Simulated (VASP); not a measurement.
Set up this calculation in VASP 6.6.1, as the native input.

* Task: relaxation of cell and atoms
* Functional: r2SCAN
* Potentials or basis: VASP PAW PBE potentials, release 64 (Ba_sv, O, Ti_sv)
* Cutoff: 600 eV
* k mesh: 5 × 5 × 5
* Occupations: fermi-dirac, width 0.1 eV
* Spin: no spin polarisation
* Dipole correction: no
* Further INCAR settings: ALGO = Normal; EDIFF = 1e-06; IBRION = 2; EDIFFG = -0.01; NSW = 60; ISIF = 3

Crystal: BaTiO3.

```
CELL_PARAMETERS angstrom
4.07203 0.00000 0.00000
0.00000 4.07203 0.00000
0.00000 0.00000 4.07203
ATOMIC_POSITIONS crystal
Ba 0.00000 0.00000 0.00000
O 0.50000 0.50000 0.00000
O 0.00000 0.50000 0.50000
O 0.50000 0.00000 0.50000
Ti 0.50000 0.50000 0.50000
```

The input as run:

POSCAR

```
BaTiO3
1.0
    4.0720311100      0.0000000000      0.0000000000
    0.0000000000      4.0720311100      0.0000000000
    0.0000000000      0.0000000000      4.0720311100
Ba O Ti
1 3 1
Direct
    0.0000000000      0.0000000000      0.0000000000
    0.5000000000      0.5000000000      0.0000000000
    0.0000000000      0.5000000000      0.5000000000
    0.5000000000      0.0000000000      0.5000000000
    0.5000000000      0.5000000000      0.5000000000
```

INCAR.step1

```
SYSTEM = BaTiO3
PREC = Accurate ; ENCUT = 600
ISMEAR = -1 ; SIGMA = 0.1
LREAL = .FALSE. ; LASPH = .TRUE.
NELM = 60 ; GGA = PE
ALGO = Normal ; EDIFF = 1E-4
LWAVE = .TRUE. ; LCHARG = .FALSE.
```

INCAR.step2

```
SYSTEM = BaTiO3
PREC = Accurate ; ENCUT = 600
EDIFF = 1E-6 ; ISMEAR = -1
SIGMA = 0.1 ; LREAL = .FALSE.
LASPH = .TRUE. ; NELM = 60
ALGO = Normal ; ISIF = 3
LWAVE = .FALSE. ; LCHARG = .FALSE.
METAGGA = R2SCAN ; LMIXTAU = .TRUE.
IBRION = 2 ; NSW = 60
EDIFFG = -0.01 ; ISTART = 1
```

KPOINTS

```
Automatic mesh
0
G
  5 5 5
  0 0 0
```

Potentials or basis: VASP PAW PBE potentials, release 64 (Ba_sv, O, Ti_sv).

The run is started by

```console
$ cat potpaw_PBE.64/Ba_sv/POTCAR potpaw_PBE.64/O/POTCAR potpaw_PBE.64/Ti_sv/POTCAR > POTCAR
$ cp INCAR.step1 INCAR
$ mpirun -np 1 vasp_std > vasp.out
$ cp INCAR.step2 INCAR
$ mpirun -np 1 vasp_std > vasp.out
```

Results of the run:

```
Relaxed volume                        : 12.88 Å³/atom
Relaxed cell                          : a = 4.008 Å, b = 4.008 Å, c = 4.008 Å, α = 90.00°, β = 90.00°, γ = 90.00°
Space group after relaxing (to 0.1 Å) : Pm-3m (No. 221)
Energy gained by relaxing             : 16.0 meV/atom
Ionic steps                           : 3
Pressure after relaxing               : -0.1 GPa
Band gap on the k mesh                : 2.24 eV (least direct gap 2.28 eV)
```

Caveat: the PAW data sets were made with another functional, which shifts forces and pressure a little; spin-orbit coupling is left out, which moves the levels of the heavy elements; an odd mesh through Γ misses points on the zone boundary, where band edges can lie.

Wall time 3.1 min on 1 thread of AMD EPYC 9R45 96-Core Processor (Zen 5), with other jobs on the host, peak memory 0.21 GiB.
